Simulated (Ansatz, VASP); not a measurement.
## Au in VASP and in Ansatz

```
Au
1.0
     2.74784    0.00000    0.00000
     0.00000    2.74784    0.00000
     0.00000    0.00000    2.74784
Au
1
Direct
  0.00000 0.00000 0.00000
```

Alike in both runs: task electric field gradients; functional PBE; k mesh 12 × 12 × 12; occupations fermi-dirac, width 0.08 eV; no spin polarisation.

|  | VASP | Ansatz |
| --- | --- | --- |
| version | VASP 6.6.1 | Ansatz 0.2.0 |
| potentials or method | VASP PAW PBE potentials, release 64 (Au), cutoff 520 eV | PAW with Ansatz's default frozen-core files, scalar-relativistic |
| valence electrons in the cell | 11 | 19 |

Ansatz gave:

```
pressure (GPa) : 0.0
```

Which values does VASP return?

Pressure (GPa): -0.2.

With one functional, cell and mesh, what is left measures potentials, basis and numerics. VASP's potentials hold 11 valence electrons a cell and Ansatz's 19, so a difference there can come from the potentials and not from the codes.

Neither program's run includes spin-orbit coupling.
